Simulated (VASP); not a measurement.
Wanted: the native input for a VASP 6.6.1 run.

| Property | Result |
| --- | --- |
| Task | single point |
| Functional | PBEsol |
| Potentials or basis | VASP PAW PBE potentials, release 64 (Zn, S) |
| Cutoff | 520 eV |
| k mesh | 12 × 12 × 6 |
| Occupations | gaussian, width 0.01 eV |
| Spin | no spin polarisation |
| Dipole correction | no |
| Further INCAR settings | ALGO = Normal; EDIFF = 1e-06; NBANDS = 26 |

The structure of ZnS (k07) lies in POSCAR:

```
ZnS
1.0
    3.7822342358      0.0000000000      0.0000000000
   -1.8911171179      3.2755109313      0.0000000000
    0.0000000000      0.0000000000      6.2081486949
Zn S
2 2
Direct
    0.3333333333      0.6666666667     -0.0184499518
    0.6666666667      0.3333333333      0.4815500482
    0.3333333333      0.6666666667      0.3934499518
    0.6666666667      0.3333333333      0.8934499518
```

These files were run (other wordings do the same):

INCAR

```
SYSTEM = ZnS
ALGO     = Normal         ! electronic algorithm
EDIFF    = 1E-6           ! SCF threshold, eV
ENCUT    = 520            ! plane-wave cutoff, eV
GGA      = PS             ! functional
ISIF     = 2              ! what is computed and relaxed
ISMEAR   = 0              ! smearing method
LASPH    = .TRUE.         ! aspherical terms in the spheres
LCHARG   = .FALSE.        ! write CHGCAR
LREAL    = .FALSE.        ! projectors in reciprocal space
LWAVE    = .FALSE.        ! write WAVECAR
NBANDS   = 26             ! bands
NELM     = 80             ! most SCF steps
PREC     = Accurate       ! precision mode
SIGMA    = 0.01           ! smearing width, eV
```

KPOINTS

```
k-points
0
G
  12 12 6
  0 0 0
```

Potentials or basis: VASP PAW PBE potentials, release 64 (Zn, S).

Launch:

```bash
$ cat potpaw_PBE.64/Zn/POTCAR potpaw_PBE.64/S/POTCAR > POTCAR
$ mpirun -np 1 vasp_std > vasp.out
```

Results of the run:

```json
{"Pressure": "1.9 GPa", "Largest force": "0.800 eV/Å", "Band gap on the k mesh": "2.26 eV, direct"}
```

Caveat: the PAW data sets were made with another functional, which shifts forces and pressure a little.

Run time: 110 s on 1 thread of Intel(R) Xeon(R) Platinum 8259CL CPU @ 2.50GHz (Skylake/Cascade Lake) (shared host), peak memory 0.27 GiB.
